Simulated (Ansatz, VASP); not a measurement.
## Zn: VASP beside Ansatz

File INCAR:

```
  PREC = Accurate
  ENCUT = 520
  EDIFF = 1E-7
  ISMEAR = -1
  SIGMA = 0.08
  LREAL = False
  LASPH = True
  NELM = 80
  ALGO = Normal
  ISIF = 2
  LWAVE = False
  LCHARG = False
  LDIPOL = True
  IDIPOL = 3
  DIPOL = 0.5 0.5 0.500
  GGA = PE
  NBANDS = 38
```

The input KPOINTS:

```
Automatic mesh
0
Gamma
  16 16 1
```

The input POSCAR:

```
Zn
1.0
    2.6356265398      0.0000000000      0.0000000000
   -1.3178132699      2.2825195384      0.0000000000
    0.0000000000      0.0000000000     26.1851000000
Zn
5
Direct
    0.0000000000      0.0000000000      0.3055177505
    0.3333333340      0.6666666660      0.4027588754
    0.0000000000      0.0000000000      0.4999999997
    0.3333333340      0.6666666660      0.5972411246
    0.0000000000      0.0000000000      0.6944822495
```

Input for Ansatz:

```yaml
crystal:
  lattice:
    - [2.6356265398, 0.0, 0.0]
    - [-1.3178132699, 2.2825195384, 0.0]
    - [0.0, 0.0, 26.1851]
  atoms:
    - { symbol: Zn, position: [0.0, 0.0, 0.3055177505] }
    - { symbol: Zn, position: [0.333333334, 0.666666666, 0.4027588754] }
    - { symbol: Zn, position: [0.0, 0.0, 0.4999999997] }
    - { symbol: Zn, position: [0.333333334, 0.666666666, 0.5972411246] }
    - { symbol: Zn, position: [0.0, 0.0, 0.6944822495] }
kpoints:
  mp_grid: { grid: [16, 16, 1] }
scf:
  occupations: { method: fermi_dirac, width: 0.08 }
hamiltonian:
  xc: pbe
  pseudopotentials: { kind: all_electron, lapw: { basis_error: 0.001 } }
output:
  forces: true
  stress: true
  eigenvalues: true
  populations: true
  dos: { projected: true, de: 0.2, e_range: [-14, 8] }
efield:
  axis: 3
  amplitude: 0
  dipole_correction: true
```

Alike in both runs: task single point; functional PBE; k mesh 16 × 16 × 1; occupations fermi-dirac, width 0.08 eV; no spin polarisation.

|  | VASP | Ansatz |
| --- | --- | --- |
| version | VASP 6.6.1 | Ansatz 0.2.0 |
| potentials or method | VASP PAW PBE potentials, release 64 (Zn), cutoff 520 eV | all-electron LAPW, scalar-relativistic |

```tsv
	VASP	Ansatz	Ansatz less VASP
rms of the force components (eV/Å)	0.029	0.030	+0.0012
```

Atom by atom the forces differ by 0.002 eV/Å (rms over components). Ansatz ran all-electron here, and VASP with PAW potentials.
